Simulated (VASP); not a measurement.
Runs of VASP 6.6.1 on SiBr6. The structure is that of space group Pm-3m (No. 221), or close to it. The cells are those of the table. 

```tsv
task	cell	k mesh	cutoff (eV)	gap on the mesh (eV)	pressure (GPa)	largest force (eV/Å)
single point	a = 6.077 Å, 7 atoms	4 × 4 × 4	520	none	21.1	5.47
relaxation of cell and atoms	relaxed from a = 6.077 Å, 7 atoms	4 × 4 × 4	600	none	0.0	-
single point	a = 7.703 Å, 7 atoms	6 × 6 × 6	520	none	0.0	-
single point	a = 7.704 Å, 7 atoms	4 × 4 × 4	520	none	0.0	(a)
```

Alike in all rows: level PBE; potentials or basis VASP PAW PBE potentials, release 64 (Si, Br); no spin polarisation; smearing gaussian 0.1 eV.

Question: Estimate the missing entries.

Answer: (a) 0.03.

Caveats: forces of over 1 eV/Å act on the atoms, so gaps and moduli don't describe the material at rest (some runs).

A k mesh can miss the band edges, and the runs leave out spin-orbit coupling on Br.

A gap of «none» marks levels without a gap at the run's occupations.
